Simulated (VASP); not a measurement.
A run of VASP 6.6.1:

INCAR

```
PREC = Accurate ; ENCUT = 600
EDIFF = 1E-6 ; ISMEAR = 0
SIGMA = 0.1 ; LREAL = F
LASPH = T ; NELM = 80
ALGO = Normal ; ISIF = 3
LWAVE = F ; LCHARG = F
GGA = PE ; IBRION = 2
NSW = 90 ; EDIFFG = -0.04
```

The input KPOINTS:

```
regular mesh
0
Gamma
  6 6 2
```

Contents of POSCAR:

```
BiO5
1.0
    2.7969418100      0.0000000000      0.0000000000
   -1.3984709000      2.4222226600      0.0000000000
    0.0000000000      0.0000000000     14.1337598600
Bi O
1 5
Direct
    0.0000000000      0.0000000000      0.0000000000
    0.6666666700      0.3333333300      0.8349520000
    0.0000000000      0.0000000000      0.6673210300
    0.6666666700      0.3333333300      0.5000000000
    0.0000000000      0.0000000000      0.3326789700
    0.6666666700      0.3333333300      0.1650480000
```

Potentials or basis: VASP PAW PBE potentials, release 64 (Bi_d, O).

Run with:

```bash
$ cat potpaw_PBE.64/Bi_d/POTCAR potpaw_PBE.64/O/POTCAR > POTCAR
$ mpirun -np 1 vasp_std > vasp.out
```

Hardware: 1 thread of Intel(R) Xeon(R) Platinum 8259CL CPU @ 2.50GHz (Skylake/Cascade Lake) (shared host).

**Question.** Estimate the wall time of this run.

**Answer.** It took 27 min on 1 thread of Intel(R) Xeon(R) Platinum 8259CL CPU @ 2.50GHz (Skylake/Cascade Lake), on a shared host, peak memory 0.28 GiB. Counts: scf iterations 543, k points 14, ion steps 48.
